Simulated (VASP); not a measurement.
A run of VASP 6.6.1 is set up as follows.

File INCAR:

```
ALGO = Normal ; EDIFF = 1E-6
ENCUT = 600 ; GGA = PS
GGA_COMPAT = False ; ISIF = 2
ISMEAR = 0 ; LASPH = True
LCHARG = False ; LREAL = False
LWAVE = False ; NBANDS = 16
NELM = 120 ; PREC = Accurate
SIGMA = 0.15
```

The input KPOINTS:

```
k-points
0
Gamma
  20 20 20
```

The input POSCAR:

```
TaN
1.0
    0.1132699494      2.2370814999      2.2370814999
    2.2370814999      0.1132699494      2.2370814999
    2.2370814999      2.2370814999      0.1132699494
Ta N
1 1
Direct
    0.5000000000      0.5000000000      0.5000000000
    0.0000000000      0.0000000000      0.0000000000
```

Potentials or basis: VASP PAW PBE potentials, release 64 (Ta_sv_GW, N).

Launch:

```sh
$ cat potpaw_PBE.64/Ta_sv_GW/POTCAR potpaw_PBE.64/N/POTCAR > POTCAR
$ mpirun -np 1 vasp_std > vasp.out
```

Q: What does it give for the pressure?

A: 4.9 GPa.

Q: Predict the band gap on the k mesh.

A: Zero (band 9 reaches 15.65 eV, above the bottom of band 10 at 12.22 eV).

Stress tensor (GPa, compression positive):
```
 4.90 -3.04 -3.04
-3.04  4.90 -3.04
-3.04 -3.04  4.90
```

Caveat: the PAW data sets were made with another functional, which shifts forces and pressure a little; spin-orbit coupling is left out, which moves the levels of the heavy elements.
